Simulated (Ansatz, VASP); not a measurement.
TaN: VASP beside Ansatz

File POSCAR:

```
TaN
1.0
    3.1408606230      0.0000000000      0.0000000000
   -1.5704303115      2.7200650893      0.0000000000
    0.0000000000      0.0000000000      5.0871626000
Ta N
2 2
Direct
    0.3333333333      0.6666666667      0.0000000000
    0.6666666667      0.3333333333      0.5000000000
    0.3333333333      0.6666666667      0.3850000000
    0.6666666667      0.3333333333      0.8850000000
```

INCAR.step1

```
SYSTEM = TaN
PREC = Accurate
ENCUT = 520
ISMEAR = 0
SIGMA = 0.1
LREAL = .FALSE.
LASPH = .TRUE.
NELM = 100
NBANDS = 24
GGA = PE
ALGO = Normal
EDIFF = 1E-4
LWAVE = .TRUE.
LCHARG = .FALSE.
```

File INCAR.step2:

```
SYSTEM = TaN
PREC = Accurate
ENCUT = 520
EDIFF = 1E-6
ISMEAR = 0
SIGMA = 0.1
LREAL = .FALSE.
LASPH = .TRUE.
NELM = 100
ALGO = Normal
ISIF = 2
LWAVE = .FALSE.
LCHARG = .TRUE.
METAGGA = R2SCAN
LMIXTAU = .TRUE.
LELF = .TRUE.
LVHAR = .TRUE.
NBANDS = 24
ISTART = 1
```

The input KPOINTS:

```
Automatic mesh
0
G
  15 15 8
  0 0 0
```

Input for Ansatz:

```yaml
crystal:
  lattice:
    - [3.140860623, 0.0, 0.0]
    - [-1.5704303115, 2.7200650893, 0.0]
    - [0.0, 0.0, 5.0871626]
  atoms:
    - { symbol: Ta, position: [0.3333333333, 0.6666666667, 0.0] }
    - { symbol: Ta, position: [0.6666666667, 0.3333333333, 0.5] }
    - { symbol: "N", position: [0.3333333333, 0.6666666667, 0.385] }
    - { symbol: "N", position: [0.6666666667, 0.3333333333, 0.885] }
basis:
  ecutwfc: 500
kpoints:
  mp_grid: { grid: [15, 15, 8] }
hamiltonian:
  xc: r2scan
scf:
  occupations: { method: gaussian, width: 0.1 }
output:
  forces: true
  stress: true
  eigenvalues: true
  populations: true
```

Alike in both runs: task single point; functional r2SCAN; k mesh 15 × 15 × 8; occupations gaussian, width 0.1 eV; no spin polarisation.

|  | VASP | Ansatz |
| --- | --- | --- |
| version | VASP 6.6.1 | Ansatz 0.2.0 |
| potentials or method | VASP PAW PBE potentials, release 64 (Ta_pv, N), cutoff 520 eV | scalar-relativistic, plane waves, PAW |
| valence electrons in the cell | 32 | 36 |

Ansatz gave:

- gap on the k mesh at the Fermi level (eV): none
- pressure (GPa): 78.2
- traceless stress, the component that is largest in VASP (GPa): -10.17
- rms of the force components (eV/Å): 1.266

Problem. Which values does VASP return?

Solution. gap on the k mesh at the Fermi level (eV): none; pressure (GPa): 81.4; traceless stress, the component that is largest in VASP (GPa): -10.50; rms of the force components (eV/Å): 1.288.

VASP's potentials were made for PBE, not for r2SCAN. Atom by atom the forces differ by 0.022 eV/Å (rms over components). A gap of «none» marks a metal or a gap that the smearing closes. Both programs put the cell under a high pressure, so it lies far from rest at this level. VASP's potentials hold 32 valence electrons a cell and Ansatz's 36, so a difference there can come from the potentials and not from the codes.

Spin-orbit coupling is off throughout. Noted on VASP's run: the cell as given lies far from equilibrium.
